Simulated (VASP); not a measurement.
Input of a VASP 6.6.1 run:

The input INCAR:

```
SYSTEM = P
PREC = Accurate
ENCUT = 600
EDIFF = 1E-6
ISMEAR = 0
SIGMA = 0.1
LREAL = .False.
LASPH = .True.
NELM = 80
ALGO = Normal
ISIF = 3
LWAVE = .False.
LCHARG = .False.
GGA = PE
IBRION = 2
NSW = 90
EDIFFG = -0.04
```

File KPOINTS:

```
Automatic mesh
0
Gamma
  6 6 4
  0 0 0
```

POSCAR

```
P
1.0
    3.6768179000      0.0000000000      0.0000000000
    0.0000000000      3.6768179000      0.0000000000
    0.0000000000      0.0000000000      5.8835433800
P
6
Direct
    0.0000000000      0.0000000000      0.2500000000
    0.0000000000      0.0000000000      0.7500000000
    0.6566823100      0.2368163300      0.5000000000
    0.3433176900      0.7631836700      0.5000000000
    0.7631836700      0.6566823100      0.0000000000
    0.2368163300      0.3433176900      0.0000000000
```

Potentials or basis: VASP PAW PBE potentials, release 64 (P).

The run is started by

```bash
$ cat potpaw_PBE.64/P/POTCAR > POTCAR
$ mpirun -np 1 vasp_std > vasp.out
```

Task: What does it give for the band gap on the k mesh?

Result: Zero (bands 15 and 16 overlap by 1.49 eV).

Task: Estimate the space group after relaxing (to 0.1 Å).

Result: P4_2/m (No. 84).

Step by step:
```tsv
step	energy change (eV)	largest force (eV/Å)	pressure (GPa)	volume (Å³)
1	0.0000	1.9878	36.81	79.54
2	-1.9559	1.5774	-7.63	119.94
3	-2.4677	1.0010	1.11	103.64
4	-2.4678	1.0327	0.67	104.24
5	-2.7346	0.9654	0.21	106.70
6	-3.4491	0.3087	0.10	113.94
7	-2.9396	2.1685	7.98	127.51
8	-3.5629	0.6867	1.94	118.85
9	-3.5956	0.2135	-2.15	128.30
10	-3.6383	0.3392	-0.54	124.19
11	-3.6693	0.2874	-0.18	122.25
12	-3.6984	0.1641	0.76	118.34
13	-3.7093	0.2343	-0.65	119.97
14	-3.7100	0.1980	-0.40	119.64
15	-3.7194	0.0811	0.24	119.23
16	-3.7194	0.0814	0.24	119.23
17	-3.7238	0.0567	0.14	120.05
18	-3.7266	0.0223	0.00	121.43
```

Caveat: the volume moved by over 15 % at a fixed basis, so the end points are rough.
